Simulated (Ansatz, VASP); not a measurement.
## Two plane-wave programs on CaO

```
Ca O
1.0
     0.00000    2.40719    2.37124
     2.40719    0.00000    2.37124
     2.40719    2.40719    0.00000
Ca O
1 1
Direct
  0.00000 0.00000 0.00000
  0.50000 0.50000 0.50000
```

Change from the starting cell: strained cell.

Alike in both runs: functional PBEsol; k mesh 8 × 8 × 8; occupations gaussian, width 0.02 eV; no spin polarisation.

Ansatz relaxed the structure, and its values are those at the end. VASP's run is a single point on that final structure, the one shown.

```csv
,VASP,Ansatz
version,VASP 6.6.1,Ansatz 0.2.0
potentials or method,"VASP PAW PBE potentials, release 64 (Ca_sv, O), cutoff 600 eV","scalar-relativistic, plane waves, PAW"
valence electrons in the cell,16,16
```

```tsv
	VASP	Ansatz	Ansatz less VASP
gap on the k mesh at the Fermi level (eV)	3.47	3.49	+0.022
least direct gap on the mesh (eV)	3.89	3.91	+0.021
pressure (GPa)	-1.1	-1.6	-0.53
```

VASP's potentials were made for PBE, not for PBEsol, and Ansatz warns of the same on its side. Ansatz's warnings: stress scf threshold loose.
